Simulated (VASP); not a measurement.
Si, 8 atoms in the cell. The structure is orthorhombic, space group Fmmm (No. 69). Conventional cell: a = 4.748 Å, b = 5.328 Å, c = 8.877 Å, α = 90.00°, β = 90.00°, γ = 90.00°. Within 3.1 Å of Si (site symmetry m2m) lie 8 Si at 2.38 to 2.88 Å. Si (site symmetry mm2) has 8 Si at 2.41 to 2.72 Å within 3.2 Å.  This cell differs from its parent crystal: strain -0.025 along x and y, +0.000 along z.

| Quantity | Value |
| --- | --- |
| Program | VASP 6.6.1 |
| Task | single point |
| Functional | LDA |
| Potentials or basis | VASP PAW LDA potentials, release 64 (Si) |
| Cutoff | 520 eV |
| k mesh | 10 × 10 × 8 |
| Occupations | gaussian, width 0.15 eV |
| Spin | no spin polarisation |
| Dipole correction | no |
| Further INCAR settings | ALGO = Normal; EDIFF = 1e-06; NBANDS = 26 |

Potentials or basis: VASP PAW LDA potentials, release 64 (Si).

Run with:

```sh
$ cat potpaw_LDA.64/Si/POTCAR > POTCAR
$ mpirun -np 1 vasp_std > vasp.out
```

Hardware: 1 thread of Intel Xeon 8259CL, with other jobs on the host.

Question: Estimate the wall time of this run.

Answer: It took 9.2 min on 1 thread of Intel Xeon 8259CL, on a shared host, peak memory 0.4 GiB. Counts: scf iterations 12, k points 155.
